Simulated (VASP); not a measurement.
# SnO (P1) in VASP: notebook, part 2 of 2

VASP 6.6.1. The steps go on from the part before.

### 3 Single point, LDA

INCAR

```
ALGO = Normal
EDIFF = 1E-6
ENCUT = 520
GGA = CA
ISIF = 2
ISMEAR = 0
LASPH = True
LCHARG = False
LREAL = False
LWAVE = False
NBANDS = 28
NELM = 80
PREC = Accurate
SIGMA = 0.01
```

KPOINTS

```
k-points
0
Gamma
  4 3 3
```

POSCAR

```
SnO
1.0
    3.3550050000      0.0000000000      0.0000000000
    0.0000000000      5.6741040000      0.0000000000
    0.0000000000      0.0000000000      4.2219700000
Sn O
2 2
Direct
   -0.0169018180      0.1965780389      0.4974035345
    0.4993893237      0.7414518343      0.0242295062
   -0.0271099561      0.8639191535      0.7259509520
    0.5306200283      0.1079145813      0.2055476597
```

Potentials or basis: VASP PAW LDA potentials, release 64 (Sn_d, O).

Command:

```
$ cat potpaw_LDA.64/Sn_d/POTCAR potpaw_LDA.64/O/POTCAR > POTCAR
$ mpirun -np 1 vasp_std > vasp.out
```

OUTCAR:

```text
EDIFF = 1E-6
   ENCUT = 520
   GGA = CA
   ISIF = 2
   ISMEAR = 0
   LASPH = True
   LREAL = False
   NELM = 80
   PREC = Accurate

 ion  position               nearest neighbor table
   1  0.983  0.197  0.497-   4 2.02   3 2.12   4 2.27   2 3.65   2 3.70
   2  0.499  0.741  0.024-   3 2.14   4 2.22   3 2.28   1 3.65   1 3.70
   3  0.973  0.864  0.726-   1 2.12   2 2.14   2 2.28
   4  0.531  0.108  0.206-   1 2.02   2 2.22   1 2.27

  LATTYP: Found a simple orthorhombic cell.
 ALAT       =     3.3550050000
 B/A-ratio  =     1.2584094510
 C/A-ratio  =     1.6912356315

  Lattice vectors:

 A1 = (  -3.3550050000,   0.0000000000,   0.0000000000)
 A2 = (   0.0000000000,   0.0000000000,   4.2219700000)
 A3 = (   0.0000000000,   5.6741040000,   0.0000000000)

Analysis of symmetry for initial positions (statically):
=====================================================================
 Subroutine PRICEL returns:
 Original cell was already a primitive cell.
[... 165 lines left out ...]
  free energy    TOTEN  =       -24.93877509 eV

  energy without entropy =      -24.93877509  energy(sigma->0) =      -24.93877509

 E-fermi :   4.4506     XC(G=0):  -9.9723

 val. band max:        4.3523237501   @ k =   0.0000   0.0000   0.0000
 cond. band min:       6.0397755846   @ k =   0.5000   0.3333   0.0000
 fundamental gap:      1.6874518345
 Fermi energy:         4.4505906729

 k-point     1 :       0.0000    0.0000    0.0000
  band No.  band energies     occupation
      1     -16.5901      2.00000
      2     -16.3401      2.00000
      3     -16.2855      2.00000
      4     -16.2167      2.00000
      5     -16.1899      2.00000
      6     -16.1788      2.00000
[... 578 lines left out ...]
     27      13.7738      0.00000
     28      14.1910      0.00000

------------------------ aborting loop because EDIFF is reached ----------------------------------------

  FORCE on cell =-STRESS in cart. coord.  units (eV):
  Direction    XX          YY          ZZ          XY          YZ          ZX
  --------------------------------------------------------------------------------------
  -------------------------------------------------------------------------------------
  Total       -2.5184770     -2.3298386     -2.1891009      0.0986306      0.9781312      0.6689237
  in kB      -50.2045365    -46.4441278    -43.6385954      1.9661503     19.4985406     13.3346481
  external PRESSURE =     -46.7624199 kB  Pullay stress =       0.0000000 kB

 VOLUME and BASIS-vectors are now :
 -----------------------------------------------------------------------------
  energy-cutoff  :      520.00
  volume of cell :       80.37
      direct lattice vectors                 reciprocal lattice vectors
     3.355005000  0.000000000  0.000000000     0.298062149  0.000000000  0.000000000
     0.000000000  5.674104000  0.000000000     0.000000000  0.176239279  0.000000000
     0.000000000  0.000000000  4.221970000     0.000000000  0.000000000  0.236856254

 POSITION                                       TOTAL-FORCE (eV/Angst)
 -----------------------------------------------------------------------------------
      3.29830      1.11540      2.10002         0.860395      0.426666      0.536589
      1.67545      4.20707      0.10230        -0.151503      1.070013     -0.629960
      3.26405      4.90197      3.06494         0.455050     -0.295470      0.286795
      1.78023      0.61232      0.86782        -1.163942     -1.201210     -0.193423
 -----------------------------------------------------------------------------------
    total drift:                                0.000234     -0.000170      0.000302

  FREE ENERGIE OF THE ION-ELECTRON SYSTEM (eV)
  ---------------------------------------------------
  free  energy   TOTEN  =       -24.9387750923 eV

  energy  without entropy=      -24.9387750923  energy(sigma->0) =      -24.93877509
```

OSZICAR:

```text
N       E                     dE             d eps       ncg     rms          rms(c)
DAV:   1     0.433304515017E+03    0.43330E+03   -0.20248E+04  1116   0.209E+03
DAV:   2     0.415852755819E+02   -0.39172E+03   -0.37668E+03  1084   0.545E+02
DAV:   3    -0.253705906933E+02   -0.66956E+02   -0.65862E+02  1220   0.188E+02
DAV:   4    -0.287752608851E+02   -0.34047E+01   -0.33888E+01  1236   0.462E+01
DAV:   5    -0.288599190823E+02   -0.84658E-01   -0.84642E-01  1160   0.789E+00    0.117E+01
DAV:   6    -0.251597913448E+02    0.37001E+01   -0.17944E+01  1708   0.505E+01    0.566E+00
DAV:   7    -0.250079584946E+02    0.15183E+00   -0.23660E+00  1240   0.978E+00    0.255E+00
DAV:   8    -0.249529173169E+02    0.55041E-01   -0.39945E-01  1320   0.432E+00    0.777E-01
DAV:   9    -0.249382503656E+02    0.14667E-01   -0.46049E-02  1692   0.212E+00    0.230E-01
DAV:  10    -0.249388593718E+02   -0.60901E-03   -0.68032E-03  1308   0.802E-01    0.107E-01
DAV:  11    -0.249388021257E+02    0.57246E-04   -0.45800E-04  1500   0.189E-01    0.487E-02
DAV:  12    -0.249387783764E+02    0.23749E-04   -0.34170E-04  1380   0.156E-01    0.222E-02
DAV:  13    -0.249387766385E+02    0.17379E-05   -0.28001E-05  1388   0.461E-02    0.151E-02
DAV:  14    -0.249387750792E+02    0.15593E-05   -0.73980E-06  1232   0.255E-02    0.562E-03
DAV:  15    -0.249387750923E+02   -0.13111E-07   -0.10835E-06   580   0.911E-03
   1 F= -.24938775E+02 E0= -.24938775E+02  d E =-.181118E-45
```

stdout:

```text
POSCAR found type information on POSCAR SnO
 POSCAR found :  2 types and       4 ions
 scaLAPACK will be used
 LDA part: xc-table for (Slater(with rela. corr.)+CA(PZ))
 , standard interpolation
 POSCAR, INCAR and KPOINTS ok, starting setup
 FFT: planning ... GRIDC
 FFT: planning ... GRID_SOFT
 FFT: planning ... GRID
 WAVECAR not read
 entering main loop
```

It took 32 s on 1 thread of Intel Xeon Platinum 8488C (Sapphire Rapids), shared host; peak memory 0.17 GiB.

What came out:

* Free energy: -24.9388 eV
* Pressure: -4.7 GPa
* Largest force: 1.684 eV/Å
* Band gap on the k mesh: 1.69 eV, indirect (least direct gap 1.82 eV)

Forces on the atoms (eV/Å):
```
Sn   0.860  0.427  0.537
Sn  -0.152  1.070 -0.630
O    0.455 -0.295  0.287
O   -1.164 -1.201 -0.193
```

Caveat: the k points lie up to 0.50 Å⁻¹ apart; spin-orbit coupling is left out, which moves the levels of the heavy elements; forces of over 1 eV/Å act on the atoms, so gaps and moduli don't describe the material at rest. A k mesh can miss the band edges.
